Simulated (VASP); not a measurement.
## Al4B3P: single point with PBE

The system is Al4B3P.

```
Al B P
1.0
     3.03920    0.00000    0.00000
    -1.51960    2.63203    0.00000
     0.00000    0.00000   23.81966
Al B P
8 6 2
Direct
  0.66667 0.33333 0.36034
  0.00000 0.00000 0.79238
  0.00000 0.00000 0.20762
  0.00000 0.00000 0.93064
  0.00000 0.00000 0.06936
  0.33333 0.66667 0.63966
  0.33333 0.66667 0.45359
  0.66667 0.33333 0.54641
  0.66667 0.33333 0.86301
  0.33333 0.66667 0.86042
  0.33333 0.66667 0.13699
  0.66667 0.33333 0.13958
  0.33333 0.66667 0.99935
  0.66667 0.33333 0.00065
  0.33333 0.66667 0.28184
  0.66667 0.33333 0.71816
```

| Property | Result |
| --- | --- |
| Program | VASP 6.6.1 |
| Task | single point |
| Functional | PBE |
| Potentials or basis | VASP PAW PBE potentials, release 64 (Al, B, P) |
| Cutoff | 520 eV |
| k mesh | 12 × 12 × 2 |
| Occupations | gaussian, width 0.1 eV |
| Spin | no spin polarisation |

* Pressure: -0.1 GPa
* Largest force: 0.005 eV/Å
* Band gap on the k mesh: zero (bands 26 and 27 overlap by 4.22 eV)

Forces in eV/Å, atoms in the order of the input:
```
Al   0.000  0.000  0.000
Al   0.000  0.000  0.002
Al   0.000  0.000 -0.002
Al   0.000  0.000 -0.002
Al   0.000  0.000  0.002
Al   0.000  0.000  0.000
Al   0.000  0.000  0.005
Al   0.000  0.000 -0.005
B    0.000  0.000 -0.002
B    0.000  0.000  0.003
B    0.000  0.000  0.002
B    0.000  0.000 -0.003
B    0.000  0.000  0.003
B    0.000  0.000 -0.003
P    0.000  0.000 -0.001
P    0.000  0.000  0.001
```

Levels at points of the mesh, in eV from the Fermi level:
| k point | band 24 | band 25 | band 26 | band 27 | band 28 | band 29 |
| --- | --- | --- | --- | --- | --- | --- |
| (0.00, 0.00, 0.00) | 2.43 | 2.43 | 2.43 | 2.43 | 3.51 | 3.51 |
| (0.50, 0.00, 0.00) | -1.89 | -1.63 | -1.21 | -0.36 | -0.18 | -0.18 |
| (0.00, 0.00, 0.50) | 2.43 | 2.43 | 2.43 | 3.51 | 3.51 | 3.87 |
| (0.50, 0.00, 0.50) | -2.06 | -1.66 | -0.86 | -0.56 | -0.18 | -0.18 |

It took 16 min on 1 thread of Intel Xeon 8259CL (shared host), peak memory 0.41 GiB.
